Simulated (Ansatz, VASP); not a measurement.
SiNi3 in VASP and in Ansatz

```
Si Ni
1.0
     3.54200    0.00000    0.00000
     0.00000    3.54200    0.00000
     0.00000    0.00000    3.54200
Si Ni
1 3
Direct
  0.00000 0.00000 0.00000
  0.00000 0.50000 0.50000
  0.50000 0.00000 0.50000
  0.50000 0.50000 0.00000
```

Alike in both runs: task single point; functional PBE; k mesh 7 × 7 × 7; occupations fermi-dirac, width 0.05 eV; no spin polarisation.

|  | VASP | Ansatz |
| --- | --- | --- |
| version | VASP 6.6.1 | Ansatz 0.2.0 |
| potentials or method | VASP PAW PBE potentials, release 64 (Si, Ni) | PAW with Ansatz's default frozen-core files, scalar-relativistic |
| plane-wave cutoff (eV) | 520 | 420 |
| valence electrons in the cell | 34 | 58 |

|  | VASP | Ansatz | Ansatz less VASP |
| --- | --- | --- | --- |
| pressure (GPa) | -6.0 | -6.0 | -0.07 |

The functional is the same, so the differences come from potentials, cutoffs and numerics. VASP's potentials hold 34 valence electrons a cell and Ansatz's 58, so a difference there can come from the potentials and not from the codes.
